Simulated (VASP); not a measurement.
# Al8N9 (a cell with a defect) in VASP: further runs

Runs on Al8N9 (a cell with a defect). Level: PBE. Tasks: single point.

All numbers are computed with VASP 6.6.1; they aren't measurements. Logs are shortened: lines on timing, memory, paths and dates and some standing lists are left out, and cuts for length are marked.

**1. The cell of the first run**

The cell holds a defect, 17 atoms: a = 5.018 Å, b = 6.260 Å, c = 6.260 Å, α = 120.00°, β = 90.00°, γ = 90.00°.

**2. Single point, PBE**

Contents of INCAR:

```
SYSTEM = Al8N9
PREC = Accurate ; ENCUT = 520
EDIFF = 1E-6 ; ISMEAR = 0
SIGMA = 0.01 ; LREAL = Auto
LASPH = .True. ; NELM = 100
ALGO = Normal ; ISIF = 2
LWAVE = .False. ; LCHARG = .True.
GGA = PE ; LELF = .True.
LVHAR = .True. ; NBANDS = 48
NELECT = 70.0
```

Contents of KPOINTS:

```
Automatic mesh
0
Gamma
  4 4 4
  0 0 0
```

Contents of POSCAR:

```
Al8N9
1.0
    0.0000000000      0.0000000000      5.0180433219
   -3.1302084199     -5.4216800216      0.0000000000
    6.2604168399      0.0000000000      0.0000000000
Al N
8 9
Direct
    0.4907756883      0.3343898097      0.1671949049
    0.5396678604      0.3333333333      0.6666666667
    0.4907756883      0.8328050951      0.1671949049
    0.4907756883      0.8328050951      0.6656101903
    1.0137303954      0.1623359208      0.8376640792
    1.0137303954      0.1623359208      0.3246718415
    1.0137303954      0.6753281585      0.8376640792
    0.9865136966      0.6666666667      0.3333333333
    0.8593596381      0.3499855827      0.1749927913
    0.9125393333      0.3333333333      0.6666666667
    0.8593596381      0.8250072087      0.1749927913
    0.8593596381      0.8250072087      0.6500144173
    0.4077864874      0.1748606938      0.8251393062
    0.4077864874      0.1748606938      0.3497213877
    0.4077864874      0.6502786123      0.8251393062
    0.3603734974      0.6666666667      0.3333333333
    0.1342823181      0.0000000000      0.0000000000
```

Potentials or basis: VASP PAW PBE potentials, release 64 (Al, N).

On the command line:

```console
cat potpaw_PBE.64/Al/POTCAR potpaw_PBE.64/N/POTCAR > POTCAR
mpirun -np 1 vasp_std > vasp.out
```

OUTCAR:

```text
SYSTEM = Al8N9
   PREC = Accurate
   ENCUT = 520
   EDIFF = 1E-6
   ISMEAR = 0
   LREAL = Auto
   LASPH = .True.
   NELM = 100
   ISIF = 2
   GGA = PE
   NELECT = 70.0

 ion  position               nearest neighbor table
   1  0.491  0.334  0.167-   9 1.85  14 1.90  13 1.90  16 1.92  17 2.55   6 2.99   5 2.99   8 3.07
                             8 3.11   3 3.12   4 3.12   2 3.14   2 3.14   3 3.14   4 3.14   6 3.17
   2  0.540  0.333  0.667-  15 1.84  13 1.84  14 1.84  10 1.87   5 3.02   7 3.02   6 3.02   4 3.14
                             4 3.14   3 3.14   3 3.14   1 3.14   1 3.14   5 3.23   7 3.23   6 3.23
   3  0.491  0.833  0.167-  11 1.85  14 1.90  15 1.90  16 1.92  17 2.55   6 2.99   7 2.99   8 3.07
                             8 3.11   1 3.12   4 3.12   2 3.14   2 3.14   1 3.14   4 3.14   6 3.17
   4  0.491  0.833  0.666-  12 1.85  13 1.90  15 1.90  16 1.92  17 2.55   7 2.99   5 2.99   8 3.07
                             8 3.11   1 3.12   3 3.12   2 3.14   2 3.14   1 3.14   3 3.14   7 3.17
   5  0.014  0.162  0.838-  17 1.86  10 1.92  13 1.98  12 1.99   9 1.99   4 2.99   1 2.99   2 3.02
                             7 3.05   6 3.05   8 3.13   8 3.13   4 3.17   1 3.17   7 3.21   6 3.21
   6  0.014  0.162  0.325-  17 1.86  10 1.92  14 1.98  11 1.99   9 1.99   1 2.99   3 2.99   2 3.02
                             7 3.05   5 3.05   8 3.13   8 3.13   1 3.17   3 3.17   7 3.21   5 3.21
   7  0.014  0.675  0.838-  17 1.86  10 1.92  15 1.98  12 1.99  11 1.99   4 2.99   3 2.99   2 3.02
                             5 3.05   6 3.05   8 3.13   8 3.13   4 3.17   3 3.17   5 3.21   6 3.21
   8  0.987  0.667  0.333-   9 1.83  11 1.83  12 1.83  16 1.88   3 3.07   1 3.07   4 3.07   3 3.11
                             1 3.11   4 3.11   6 3.13   6 3.13   5 3.13   5 3.13   7 3.13   7 3.13
   9  0.859  0.350  0.175-   8 1.83   1 1.85   6 1.99   5 1.99
  10  0.913  0.333  0.667-   2 1.87   5 1.92   7 1.92   6 1.92
  11  0.859  0.825  0.175-   8 1.83   3 1.85   6 1.99   7 1.99
  12  0.859  0.825  0.650-   8 1.83   4 1.85   5 1.99   7 1.99
  13  0.408  0.175  0.825-   2 1.84   4 1.90   1 1.90   5 1.98
  14  0.408  0.175  0.350-   2 1.84   3 1.90   1 1.90   6 1.98
  15  0.408  0.650  0.825-   2 1.84   4 1.90   3 1.90   7 1.98
  16  0.360  0.667  0.333-   8 1.88   3 1.92   1 1.92   4 1.92
  17  0.134  0.000  0.000-   7 1.86   6 1.86   5 1.86   1 2.55   4 2.55   3 2.55

  LATTYP: Found a hexagonal cell.
 ALAT       =     6.2604168398
 C/A-ratio  =     0.8015509910

  Lattice vectors:

 A1 = (  -3.1302084199,  -5.4216800216,   0.0000000000)
 A2 = (   6.2604168399,   0.0000000000,   0.0000000000)
 A3 = (   0.0000000000,   0.0000000000,   5.0180433219)

Analysis of symmetry for initial positions (statically):
=====================================================================
 Subroutine PRICEL returns:
 Original cell was already a primitive cell.

 Routine SETGRP: Setting up the symmetry group for a
 hexagonal supercell.

 Subroutine GETGRP returns: Found  6 space group operations
 (whereof  6 operations were pure point group operations)
 out of a pool of 24 trial point group operations.

The static configuration has the point symmetry C_3v.

Analysis of symmetry for dynamics (positions and initial velocities):
=====================================================================
 Subroutine PRICEL returns:
 Original cell was already a primitive cell.

 Routine SETGRP: Setting up the symmetry group for a
 hexagonal supercell.

 Subroutine GETGRP returns: Found  6 space group operations
 (whereof  6 operations were pure point group operations)
 out of a pool of 24 trial point group operations.

The dynamic configuration has the point symmetry C_3v.

 Subroutine INISYM returns: Found  6 space group operations
 (whereof  6 operations are pure point group operations),
 and found     1 'primitive' translations

----------------------------------------------------------------------------------------

                                     Primitive cell

  volume of cell :     170.3223

  direct lattice vectors                    reciprocal lattice vectors
     0.000000000  0.000000000  5.018043322     0.000000000  0.000000000  0.199280862
    -3.130208420 -5.421680022  0.000000000     0.000000000 -0.184444673  0.000000000
     6.260416840  0.000000000  0.000000000     0.159733773 -0.092222337  0.000000000

  length of vectors
     5.018043322  6.260416840  6.260416840     0.199280862  0.184444673  0.184444673

  position of ions in fractional coordinates (direct lattice)
     0.490775688  0.334389810  0.167194905
[... 49 lines left out ...]
     0.000000000 -0.046111168  0.000000000     0.000000000  0.250000000  0.000000000
     0.039933443 -0.023055584  0.000000000     0.000000000  0.000000000  0.250000000

  Length of vectors
     0.049820216  0.046111168  0.046111168

  Shift w.r.t. Gamma in fractional coordinates (k-lattice)
     0.000000000  0.000000000  0.000000000

 Subroutine IBZKPT returns following result:
 ===========================================

 Found     13 irreducible k-points:

 Following reciprocal coordinates:
            Coordinates               Weight
  0.000000  0.000000  0.000000      1.000000
  0.250000  0.000000  0.000000      2.000000
  0.500000  0.000000  0.000000      1.000000
  0.000000  0.250000  0.000000      6.000000
  0.250000  0.250000  0.000000      6.000000
  0.250000  0.000000  0.250000      6.000000
  0.500000  0.250000  0.000000      6.000000
  0.000000  0.500000  0.000000      3.000000
  0.250000  0.500000  0.000000      6.000000
  0.500000  0.500000  0.000000      3.000000
  0.000000  0.250000  0.250000      6.000000
  0.250000  0.250000  0.250000     12.000000
  0.500000  0.250000  0.250000      6.000000
   k-points           NKPTS =     13   k-points in BZ     NKDIM =     13   number of bands    NBANDS=     48
   number of dos      NEDOS =    301   number of ions     NIONS =     17
   total plane-waves  NPLWV =  92160
   dimension x,y,z NGX =    40 NGY =   48 NGZ =   48
   dimension x,y,z NGXF=    80 NGYF=   96 NGZF=   96
   ions per type =               8   9
   NGX,Y,Z   is equivalent  to a cutoff of  13.25, 12.75, 12.75 a.u.
   NGXF,Y,Z  is equivalent  to a cutoff of  26.50, 25.49, 25.49 a.u.
 SYSTEM =  Al8N9
   PREC   = accura    normal or accurate (medium, high low for compatibility)
   ISTART =      0    job   : 0-new  1-cont  2-samecut
   ICHARG =      2    charge: 1-file 2-atom 10-const
   ISPIN  =      1    spin polarized calculation?
   LNONCOLLINEAR =      F non collinear calculations
   LSORBIT =      F    spin-orbit coupling
   LASPH  =      T    aspherical Exc in radial PAW
   ENCUT  =  520.0 eV  38.22 Ry    6.18 a.u.   9.33 11.64 11.64*2*pi/ulx,y,z
   NELM   =    100;   NELMIN=  2; NELMDL= -5     # of ELM steps
   EDIFF  = 0.1E-05   stopping-criterion for ELM
   LREAL  =      T    real-space projection
   EDIFFG = 0.1E-04   stopping-criterion for IOM
   NSW    =      0    number of steps for IOM
   IBRION =     -1    ionic relax: 0-MD 1-quasi-New 2-CG
   NFREE  =      0    steps in history (QN), initial steepest desc. (CG)
   ISIF   =      2    stress and relaxation
   ISYM   =      2    0-nonsym 1-usesym 2-fastsym
   POTIM  = 0.5000    time-step for ionic-motion
   TEBEG  =    0.0;   TEEND  =   0.0 temperature during run
   PSTRESS=    0.0 pullay stress
   NELECT =      70.0000    total number of electrons
   NUPDOWN=      -1.0000    fix difference up-down
   EMIN   =  10.00;   EMAX   =-10.00  energy-range for DOS
   EFERMI =   0.00;   METHOD = LEGACY
   ISMEAR =     0;   SIGMA  =   0.01  broadening in eV -4-tet -1-fermi 0-gaus
   EFERMI_NEDOS =   21; number of points for ismear=-14 and -15
   IALGO  =     38    algorithm
   IMIX   =      4    mixing-type and parameters
     AMIX     =   0.40;   BMIX     =  1.00
     AMIX_MAG =   1.60;   BMIX_MAG =  1.00
  volume/ion in A,a.u.               =      10.02        67.61
  Fermi-wavevector in a.u.,A,eV,Ry     =   1.217167  2.300113 20.156985  1.481497
  Thomas-Fermi vector in A             =   2.352497
   LORBIT       =      0    0 simple, 1 ext, 2 COOP (PROOUT), +10 PAW based schemes
   GGA     = PE    functional components
   LHFCALC =     F    Hartree Fock is set to
   AEXX    =    0.0000 exact exchange contribution
   IVDW    =     0    specifies the selected vdW correction
   LEPSILON=     F    determine dielectric tensor
   LRPA    =     F    only Hartree local field effects (RPA)
 non-spin polarized calculation
 Gauss-broadening in eV      SIGMA  =   0.01
  energy-cutoff  :      520.00
  volume of cell :      170.32
 maximum number of plane-waves:      4614
 NGX is ok and might be reduce to    40
   NGX = 19   NGY = 23   NGZ = 23

 number of electron      69.9999997 magnetization

 Free energy of the ion-electron system (eV)
  ---------------------------------------------------
  ext. energy  EPLUGINS =         0.00000000
  ---------------------------------------------------
  free energy    TOTEN  =      -111.69777459 eV

  energy without entropy =     -111.69675011  energy(sigma->0) =     -111.69726235

 E-fermi :   7.7598     XC(G=0): -11.1630

 val. band max:        7.7594201257   @ k =   0.5000   0.5000   0.0000
 cond. band min:       7.7603262792   @ k =   0.2500   0.5000   0.0000
 fundamental gap:      0.0009061534
 Fermi energy:         7.7598269098

 k-point     1 :       0.0000    0.0000    0.0000
  band No.  band energies     occupation
      1      -9.4234      2.00000
      2      -7.0758      2.00000
      3      -6.9412      2.00000
      4      -6.9412      2.00000
      5      -6.9141      2.00000
      6      -6.7384      2.00000
[... 639 lines left out ...]
     46      15.0289      0.00000
     47      15.0680      0.00000
 [bands above 47 left out]

------------------------ aborting loop because EDIFF is reached ----------------------------------------

  FORCE on cell =-STRESS in cart. coord.  units (eV):
  Direction    XX          YY          ZZ          XY          YZ          ZX
  --------------------------------------------------------------------------------------
  -------------------------------------------------------------------------------------
  Total       20.5888788     20.5888788     27.8288810     -0.0000000      0.0000000      0.0000000
  in kB      193.6741858    193.6741858    261.7789891     -0.0000000      0.0000000      0.0000000
  external PRESSURE =     216.3757869 kB  Pullay stress =       0.0000000 kB

 VOLUME and BASIS-vectors are now :
 -----------------------------------------------------------------------------
  energy-cutoff  :      520.00
  volume of cell :      170.32
      direct lattice vectors                 reciprocal lattice vectors
     0.000000000  0.000000000  5.018043322     0.000000000  0.000000000  0.199280862
    -3.130208420 -5.421680022  0.000000000     0.000000000 -0.184444673  0.000000000
     6.260416840  0.000000000  0.000000000     0.159733773 -0.092222337  0.000000000

 POSITION                                       TOTAL-FORCE (eV/Angst)
 -----------------------------------------------------------------------------------
      0.00000     -1.81295      2.46273        -0.000000      0.000117     -0.001823
      3.13021     -1.80723      2.70808         0.000000     -0.000000      0.000726
     -1.56014     -4.51520      2.46273        -0.000101     -0.000058     -0.001823
      1.56014     -4.51520      2.46273         0.000101     -0.000058     -0.001823
      4.73598     -0.88013      0.06890        -0.000556     -0.000321     -0.003195
      1.52444     -0.88013      0.06890         0.000556     -0.000321     -0.003195
[... 9 lines left out ...]
     -0.00000     -3.61445      1.80837         0.000000     -0.000000     -0.007295
      0.00000      0.00000      0.67383         0.000000     -0.000000      0.021385
 -----------------------------------------------------------------------------------
    total drift:                                0.000003     -0.000000     -0.011833

  FREE ENERGIE OF THE ION-ELECTRON SYSTEM (eV)
  ---------------------------------------------------
  free  energy   TOTEN  =      -111.6977745899 eV

  energy  without entropy=     -111.6967501104  energy(sigma->0) =     -111.69726235
```

Run time: 3.1 min. Hardware: 1 thread of Intel Xeon Platinum 8488C (Sapphire Rapids), shared host; peak memory 0.32 GiB.

Results:

```yaml
Free_energy: -111.6978 eV
Largest_force: 0.021 eV/Å
```

Forces on the atoms (eV/Å):
```
Al   0.000  0.000 -0.002
Al   0.000  0.000  0.001
Al   0.000  0.000 -0.002
Al   0.000  0.000 -0.002
Al  -0.001  0.000 -0.003
Al   0.001  0.000 -0.003
Al   0.000  0.001 -0.003
Al   0.000  0.000 -0.007
N    0.000 -0.009  0.003
N    0.000  0.000 -0.005
N    0.008  0.005  0.003
N   -0.008  0.005  0.003
N   -0.002 -0.001  0.001
N    0.002 -0.001  0.001
N    0.000  0.002  0.001
N    0.000  0.000 -0.007
N    0.000  0.000  0.021
```

Caveat: the cell carries a net charge on a neutralising background, which shifts energy and pressure; the cell is charged against a uniform background, so pressure and absolute levels hang on convention.

(Part 1 of 2 ends here.)
